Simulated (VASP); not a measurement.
Write the native input for VASP 6.6.1 that does the following.

```
Task                   : single point
Functional             : PBE
Dispersion             : D3(BJ)
Potentials or basis    : VASP PAW PBE potentials, release 64 (Ti_sv, O)
Cutoff                 : 600 eV
k mesh                 : 9 × 6 × 3
Occupations            : gaussian, width 0.05 eV
Spin                   : no spin polarisation
Dipole correction      : no
Further INCAR settings : ALGO = Normal; EDIFF = 1e-06; NBANDS = 60; ISYM = 0
```

The structure of TiO2 lies in POSCAR:

```
TiO2
1.0
    1.4862023626     -2.5741780023      0.0000000000
    1.4862023626     -0.8580593341     -4.8692577686
    9.6603153568      3.8612670036      0.0000000000
Ti O
4 8
Direct
   -0.4750250000      0.0000000000      0.9500500000
    0.3999750000      0.0000000000      0.2000500000
   -0.2250250000      0.0000000000      0.4500500000
    0.1499750000      0.0000000000      0.7000500000
    0.8505442471      0.1987580063      0.1001534995
    0.2255442471      0.1987580063      0.3501534995
    0.6005442471      0.1987580063      0.6001534995
   -0.0244557529      0.1987580063      0.8501534995
    0.5744057529      0.8012419937      0.0499465005
   -0.0505942471      0.8012419937      0.2999465005
    0.3244057529      0.8012419937      0.5499465005
   -0.3005942471      0.8012419937      0.7999465005
```

This cell differs from its parent crystal: the part above a cut slid along it.

The input as run:

INCAR

```
SYSTEM = TiO2
PREC = Accurate
ENCUT = 600
EDIFF = 1E-6
ISMEAR = 0
SIGMA = 0.05
LREAL = .FALSE.
LASPH = .TRUE.
NELM = 120
ALGO = Normal
ISIF = 2
LWAVE = .FALSE.
LCHARG = .FALSE.
GGA = PE
IVDW = 12
ISYM = 0
NBANDS = 60
GGA_COMPAT = .FALSE.
```

KPOINTS

```
Automatic mesh
0
G
  9 6 3
  0 0 0
```

Potentials or basis: VASP PAW PBE potentials, release 64 (Ti_sv, O).

Command:

```bash
$ cat potpaw_PBE.64/Ti_sv/POTCAR potpaw_PBE.64/O/POTCAR > POTCAR
$ mpirun -np 1 vasp_std > vasp.out
```

Results of the run:

```json
{"Pressure": "25.0 GPa", "Largest force": "49.899 eV/Å", "Band gap on the k mesh": "1.97 eV (least direct gap 2.09 eV)", "Dispersion energy per atom": "-0.200 eV"}
```

Caveat: the cell differs from its parent crystal (the part above a cut slid along it); atoms lie so close that the PAW spheres overlap strongly, which falsifies energies and pressures; the stress differs along the axes, from 11 to 36 GPa; forces of over 1 eV/Å act on the atoms, so gaps and moduli don't describe the material at rest.

It took 31 min on 1 thread of Oxide Virtual Turin-like Processor, on a shared host, peak memory 0.69 GiB.
